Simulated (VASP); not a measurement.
# LiF (Fm-3m) in VASP: further runs, part 2 of 2

VASP 6.6.1. Earlier steps stand in the parts before.

### 3 Single point, PBE (Cl replaced by F, lengths x 0.883, strained)

Input file INCAR:

```
SYSTEM = LiF
ALGO = Normal ; EDIFF = 1E-6
ENCUT = 750 ; GGA = PE
GGA_COMPAT = .FALSE. ; ISIF = 2
ISMEAR = 0 ; LASPH = .TRUE.
LCHARG = .FALSE. ; LREAL = .FALSE.
LWAVE = .FALSE. ; NBANDS = 12
NELM = 120 ; PREC = Accurate
SIGMA = 0.1
```

Input file KPOINTS:

```
k-points
0
G
  8 8 8
  0 0 0
```

Input file POSCAR:

```
LiF
1.0
    0.0000000000      2.2421066128      2.2421066128
    2.2421066128      0.0000000000      2.2421066128
    2.2421066128      2.2421066128      0.0000000000
Li F
1 1
Direct
    0.0000000000      0.0000000000      0.0000000000
    0.5000000000      0.5000000000      0.5000000000
```

Potentials or basis: VASP PAW PBE potentials, release 64 (Li_sv, F).

On the command line:

```
cat potpaw_PBE.64/Li_sv/POTCAR potpaw_PBE.64/F/POTCAR > POTCAR
mpirun -np 1 vasp_std > vasp.out
```

OUTCAR:

```text
SYSTEM = LiF
   EDIFF = 1E-6
   ENCUT = 750
   GGA = PE
   ISIF = 2
   ISMEAR = 0
   LASPH = .TRUE.
   LREAL = .FALSE.
   NELM = 120
   PREC = Accurate

 ion  position               nearest neighbor table
   1  0.000  0.000  0.000-   2 2.24   2 2.24   2 2.24   2 2.24   2 2.24   2 2.24
   2  0.500  0.500  0.500-   1 2.24   1 2.24   1 2.24   1 2.24   1 2.24   1 2.24

  LATTYP: Found a face centered cubic cell.
 ALAT       =     4.4842132256

  Lattice vectors:

 A1 = (   0.0000000000,   2.2421066128,   2.2421066128)
 A2 = (   2.2421066128,   0.0000000000,   2.2421066128)
 A3 = (   2.2421066128,   2.2421066128,   0.0000000000)

Analysis of symmetry for initial positions (statically):
=====================================================================
 Subroutine PRICEL returns:
 Original cell was already a primitive cell.

 Routine SETGRP: Setting up the symmetry group for a
 face centered cubic supercell.

 Subroutine GETGRP returns: Found 48 space group operations
 (whereof 48 operations were pure point group operations)
 out of a pool of 48 trial point group operations.

The static configuration has the point symmetry O_h .

Analysis of symmetry for dynamics (positions and initial velocities):
=====================================================================
 Subroutine PRICEL returns:
 Original cell was already a primitive cell.

 Routine SETGRP: Setting up the symmetry group for a
 face centered cubic supercell.

 Subroutine GETGRP returns: Found 48 space group operations
 (whereof 48 operations were pure point group operations)
 out of a pool of 48 trial point group operations.

The dynamic configuration has the point symmetry O_h .

 Subroutine INISYM returns: Found 48 space group operations
 (whereof 48 operations are pure point group operations),
 and found     1 'primitive' translations

----------------------------------------------------------------------------------------

                                     Primitive cell

  volume of cell :      22.5423

  direct lattice vectors                    reciprocal lattice vectors
     0.000000000  2.242106613  2.242106613    -0.223004561  0.223004561  0.223004561
     2.242106613  0.000000000  2.242106613     0.223004561 -0.223004561  0.223004561
     2.242106613  2.242106613  0.000000000     0.223004561  0.223004561 -0.223004561

  length of vectors
     3.170817580  3.170817580  3.170817580     0.386255229  0.386255229  0.386255229

  position of ions in fractional coordinates (direct lattice)
     0.000000000  0.000000000  0.000000000
     0.500000000  0.500000000  0.500000000

  ion indices of the primitive-cell ions
   primitive index   ion index
                 1           1
                 2           2

----------------------------------------------------------------------------------------

 KPOINTS: k-points

Automatic generation of k-mesh.
 Grid dimensions read from file:
 generate k-points for:    8    8    8

 Generating k-lattice:

  Cartesian coordinates                     Fractional coordinates (reciprocal lattice)
    -0.027875570  0.027875570  0.027875570     0.125000000  0.000000000  0.000000000
     0.027875570 -0.027875570  0.027875570     0.000000000  0.125000000  0.000000000
     0.027875570  0.027875570 -0.027875570     0.000000000  0.000000000  0.125000000

  Length of vectors
     0.048281904  0.048281904  0.048281904

  Shift w.r.t. Gamma in fractional coordinates (k-lattice)
     0.000000000  0.000000000  0.000000000

 Subroutine IBZKPT returns following result:
 ===========================================

 Found     29 irreducible k-points:

 Following reciprocal coordinates:
            Coordinates               Weight
  0.000000  0.000000  0.000000      1.000000
  0.125000  0.000000  0.000000      8.000000
  0.250000  0.000000  0.000000      8.000000
  0.375000  0.000000  0.000000      8.000000
  0.500000  0.000000  0.000000      4.000000
  0.125000  0.125000  0.000000      6.000000
[... 16 lines left out ...]
  0.500000  0.250000  0.125000     48.000000
 -0.375000  0.250000  0.125000     24.000000
 [... further k-points ...]
   k-points           NKPTS =     29   k-points in BZ     NKDIM =     29   number of bands    NBANDS=     12
   number of dos      NEDOS =    301   number of ions     NIONS =      2
   total plane-waves  NPLWV =  21952
   dimension x,y,z NGX =    28 NGY =   28 NGZ =   28
   dimension x,y,z NGXF=    56 NGYF=   56 NGZF=   56
   ions per type =               1   1
   NGX,Y,Z   is equivalent  to a cutoff of  14.68, 14.68, 14.68 a.u.
   NGXF,Y,Z  is equivalent  to a cutoff of  29.36, 29.36, 29.36 a.u.
 SYSTEM =  LiF
   PREC   = accura    normal or accurate (medium, high low for compatibility)
   ISTART =      0    job   : 0-new  1-cont  2-samecut
   ICHARG =      2    charge: 1-file 2-atom 10-const
   ISPIN  =      1    spin polarized calculation?
   LNONCOLLINEAR =      F non collinear calculations
   LSORBIT =      F    spin-orbit coupling
   LASPH  =      T    aspherical Exc in radial PAW
   ENCUT  =  750.0 eV  55.12 Ry    7.42 a.u.   7.08  7.08  7.08*2*pi/ulx,y,z
   NELM   =    120;   NELMIN=  2; NELMDL= -5     # of ELM steps
   EDIFF  = 0.1E-05   stopping-criterion for ELM
   LREAL  =      F    real-space projection
[... 7 lines left out ...]
   TEBEG  =    0.0;   TEEND  =   0.0 temperature during run
   PSTRESS=    0.0 pullay stress
   NELECT =      10.0000    total number of electrons
   NUPDOWN=      -1.0000    fix difference up-down
   EMIN   =  10.00;   EMAX   =-10.00  energy-range for DOS
   EFERMI =   0.00;   METHOD = LEGACY
   ISMEAR =     0;   SIGMA  =   0.10  broadening in eV -4-tet -1-fermi 0-gaus
   EFERMI_NEDOS =   21; number of points for ismear=-14 and -15
   IALGO  =     38    algorithm
   IMIX   =      4    mixing-type and parameters
     AMIX     =   0.40;   BMIX     =  1.00
     AMIX_MAG =   1.60;   BMIX_MAG =  1.00
  volume/ion in A,a.u.               =      11.27        76.06
  Fermi-wavevector in a.u.,A,eV,Ry     =   1.248558  2.359432 21.210068  1.558896
  Thomas-Fermi vector in A             =   2.382639
   LORBIT       =      0    0 simple, 1 ext, 2 COOP (PROOUT), +10 PAW based schemes
   GGA     = PE    functional components
   LHFCALC =     F    Hartree Fock is set to
   AEXX    =    0.0000 exact exchange contribution
   IVDW    =     0    specifies the selected vdW correction
   LEPSILON=     F    determine dielectric tensor
   LRPA    =     F    only Hartree local field effects (RPA)
 non-spin polarized calculation
 Gauss-broadening in eV      SIGMA  =   0.10
  energy-cutoff  :      750.00
  volume of cell :       22.54
 maximum number of plane-waves:      1067
   NGX = 15   NGY = 15   NGZ = 15

 number of electron      10.0000002 magnetization

 Free energy of the ion-electron system (eV)
  ---------------------------------------------------
  ext. energy  EPLUGINS =         0.00000000
  ---------------------------------------------------
  free energy    TOTEN  =        -9.39585937 eV

  energy without entropy =       -9.39585937  energy(sigma->0) =       -9.39585937

 E-fermi :  -2.0352     XC(G=0):  -8.5125

 val. band max:       -2.5865064489   @ k =   0.0000   0.0000   0.0000
 cond. band min:       4.1512330727   @ k =   0.0000   0.0000   0.0000
 fundamental gap:      6.7377395217
 Fermi energy:        -2.0352310271

 k-point     1 :       0.0000    0.0000    0.0000
  band No.  band energies     occupation
      1     -44.4525      2.00000
      2     -21.8436      2.00000
      3      -2.5865      2.00000
      4      -2.5865      2.00000
      5      -2.5865      2.00000
      6       4.1512      0.00000
      7      17.3925      0.00000
      8      17.3925      0.00000
      9      17.3925      0.00000
     10      18.6749      0.00000
     11      18.6749      0.00000
     12      18.6749      0.00000
[... 331 lines left out ...]
 k-point    24 :      -0.3750    0.2500    0.1250
  band No.  band energies     occupation
      1     -44.4367      2.00000
      2     -21.5714      2.00000
      3      -4.1027      2.00000
      4      -3.3350      2.00000
      5      -2.8860      2.00000
      6       7.9770      0.00000
      7      10.4072      0.00000
      8      13.1700      0.00000
      9      13.5528      0.00000
     10      20.6814      0.00000
     11      21.6197      0.00000
     12      25.9481      0.00000

 [... further k-points ...]

------------------------ aborting loop because EDIFF is reached ----------------------------------------

  FORCE on cell =-STRESS in cart. coord.  units (eV):
  Direction    XX          YY          ZZ          XY          YZ          ZX
  --------------------------------------------------------------------------------------
  -------------------------------------------------------------------------------------
  Total       -1.5729376     -1.5729376     -1.5729376      0.0000000     -0.0000000     -0.0000000
  in kB     -111.7952351   -111.7952351   -111.7952351      0.0000000     -0.0000000     -0.0000000
  external PRESSURE =    -111.7952351 kB  Pullay stress =       0.0000000 kB

 VOLUME and BASIS-vectors are now :
 -----------------------------------------------------------------------------
  energy-cutoff  :      750.00
  volume of cell :       22.54
      direct lattice vectors                 reciprocal lattice vectors
     0.000000000  2.242106613  2.242106613    -0.223004561  0.223004561  0.223004561
     2.242106613  0.000000000  2.242106613     0.223004561 -0.223004561  0.223004561
     2.242106613  2.242106613  0.000000000     0.223004561  0.223004561 -0.223004561

 POSITION                                       TOTAL-FORCE (eV/Angst)
 -----------------------------------------------------------------------------------
      0.00000      0.00000      0.00000         0.000000     -0.000000      0.000000
      2.24211      2.24211      2.24211        -0.000000      0.000000     -0.000000
 -----------------------------------------------------------------------------------
    total drift:                                0.000000      0.000000      0.000000

  FREE ENERGIE OF THE ION-ELECTRON SYSTEM (eV)
  ---------------------------------------------------
  free  energy   TOTEN  =        -9.3958593717 eV

  energy  without entropy=       -9.3958593717  energy(sigma->0) =       -9.39585937
```

OSZICAR:

```text
N       E                     dE             d eps       ncg     rms          rms(c)
DAV:   1     0.466355996413E+02    0.46636E+02   -0.61634E+03   696   0.106E+03
DAV:   2    -0.781577103093E+01   -0.54451E+02   -0.52212E+02   816   0.213E+02
DAV:   3    -0.994789319475E+01   -0.21321E+01   -0.21253E+01   940   0.377E+01
DAV:   4    -0.997735444481E+01   -0.29461E-01   -0.29457E-01   812   0.463E+00
DAV:   5    -0.997795253793E+01   -0.59809E-03   -0.59809E-03   896   0.511E-01    0.478E+00
DAV:   6    -0.938762273161E+01    0.59033E+00   -0.33461E+00   772   0.104E+01    0.175E+00
DAV:   7    -0.938755263303E+01    0.70099E-04   -0.29004E-02   820   0.143E+00    0.972E-01
DAV:   8    -0.939553871094E+01   -0.79861E-02   -0.25470E-02   844   0.168E+00    0.148E-01
DAV:   9    -0.939564516874E+01   -0.10646E-03   -0.14135E-03   848   0.358E-01    0.562E-02
DAV:  10    -0.939586083018E+01   -0.21566E-03   -0.31649E-04   776   0.129E-01    0.191E-02
DAV:  11    -0.939585909993E+01    0.17302E-05   -0.98466E-06  1024   0.305E-02    0.273E-03
DAV:  12    -0.939585937169E+01   -0.27176E-06   -0.17231E-06   772   0.113E-02
   1 F= -.93958594E+01 E0= -.93958594E+01  d E =-.647329E-16
```

stdout:

```text
POSCAR found type information on POSCAR LiF
 POSCAR found :  2 types and       2 ions
 scaLAPACK will be used
 LDA part: xc-table for (Slater+PW92), standard interpolation
 POSCAR, INCAR and KPOINTS ok, starting setup
 FFT: planning ... GRIDC
 FFT: planning ... GRID_SOFT
 FFT: planning ... GRID
 WAVECAR not read
 entering main loop
```

It took 9.4 s on 1 thread of Intel Xeon Platinum 8375C at 2.90GHz (Ice Lake), shared host; peak memory 0.15 GiB.

Results:

| Property | Result |
| --- | --- |
| Free energy | -9.3959 eV |
| Pressure | -11.2 GPa |
| Band gap on the k mesh | 6.74 eV |

Levels at points of the mesh, in eV from the valence-band top:
```csv
k point,band 1,band 2,band 3,band 4,band 5,band 6,band 7,band 8,band 9,band 10
"(0.00, 0.00, 0.00)",-41.87,-19.26,0.00,0.00,0.00,6.74,19.98,19.98,19.98,21.26
"(0.50, 0.00, 0.00)",-41.85,-19.03,-1.69,-0.14,-0.14,9.22,13.30,16.38,16.38,25.03
"(0.50, 0.50, 0.00)",-41.85,-18.93,-1.88,-0.62,-0.62,12.12,13.93,14.91,16.75,16.75
```

Caveat: the cell differs from its parent crystal (Cl replaced by F, lengths x 0.883, strained); the cell stands under tension.

### 4 Single point, PBE (Cl replaced by F, lengths x 0.883, strained)

INCAR: that of step 3 with these lines changed.

```diff
@@ -8,2 +8,2 @@
 NELM = 120 ; PREC = Accurate
-SIGMA = 0.1
+SIGMA = 0.02
```

KPOINTS is that of step 3.

Input file POSCAR:

```
LiF
1.0
    0.0000000000      2.3642321207      2.3642321207
    2.3642321207      0.0000000000      2.3642321207
    2.3642321207      2.3642321207      0.0000000000
Li F
1 1
Direct
    0.0000000000      0.0000000000      0.0000000000
    0.5000000000      0.5000000000      0.5000000000
```

On the command line:

```
cat potpaw_PBE.64/Li_sv/POTCAR potpaw_PBE.64/F/POTCAR > POTCAR
mpirun -np 1 vasp_std > vasp.out
```

Wall time 11 s (1 thread of Intel Xeon Platinum 8375C at 2.90GHz (Ice Lake), shared host); peak memory 0.16 GiB.

It converged, with:

```
Free energy            : -9.1162 eV
Pressure               : -12.3 GPa
Band gap on the k mesh : 5.89 eV
```

Levels at points of the mesh, in eV from the valence-band top:
```tsv
k point	band 3	band 4	band 5	band 6	band 7	band 8
(0.00, 0.00, 0.00)	0.00	0.00	0.00	5.89	18.20	18.20
(0.50, 0.00, 0.00)	-1.37	-0.11	-0.11	8.55	11.87	15.18
(0.50, 0.50, 0.00)	-1.48	-0.48	-0.48	11.00	12.46	14.11
```

Caveat: the cell differs from its parent crystal (Cl replaced by F, lengths x 0.883, strained); the cell stands under tension.

### 5 Overview

```csv
cell,k mesh,smearing,gap on the mesh (eV),pressure (GPa)
"a = 3.344 Å, angles 60.0°, 2 atoms",6 × 6 × 6,gaussian 0.1 eV,5.89,-12.3
"a = 3.171 Å, angles 60.0°, 2 atoms",8 × 8 × 8,gaussian 0.1 eV,6.74,-11.2
"a = 3.344 Å, angles 60.0°, 2 atoms",8 × 8 × 8,gaussian 0.02 eV,5.89,-12.3
```

Alike in all rows: task single point; level PBE; potentials or basis VASP PAW PBE potentials, release 64 (Li_sv, F); no spin polarisation; cutoff (eV) 750.

Caveats: the cell stands under tension.

Absolute energies hang on the potentials; compare differences alone.
